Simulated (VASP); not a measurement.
RbBr:

```
Rb Br
1.0
     0.00000    3.42700    3.42700
     3.42700    0.00000    3.42700
     3.42700    3.42700    0.00000
Rb Br
1 1
Cartesian
  0.0000 0.0000 0.0000
  3.4270 3.4270 3.4270
```

Program: VASP 6.6.1. Alike in all runs: task single point; no spin polarisation; cell as given; cutoff (eV) 520.

Order these runs on this cell by their band gap on the k mesh, lowest first.
A. level PBE; potentials or basis VASP PAW PBE potentials, release 64 (Rb_sv, Br); k mesh 7 × 7 × 7; smearing gaussian 0.05 eV
B. level PBE-based screened hybrid with 25 % exact exchange; potentials or basis VASP PAW PBE potentials, release 64 (Rb_sv, Br); k mesh 4 × 4 × 4; smearing fermi-dirac 0.05 eV; grid for exact exchange (PRECFOCK) Normal; share of exact exchange 0.25; screening parameter 0.6 1/Å
C. level LDA; potentials or basis VASP PAW LDA potentials, release 64 (Rb_sv, Br); k mesh 7 × 7 × 7; smearing gaussian 0.02 eV

C (3.96 eV), A (4.36 eV), B (4.84 eV).

Caveats: an odd mesh through Γ misses points on the zone boundary, where band edges can lie (at least some runs).

A k mesh can miss the band edges, odd and even meshes differently.
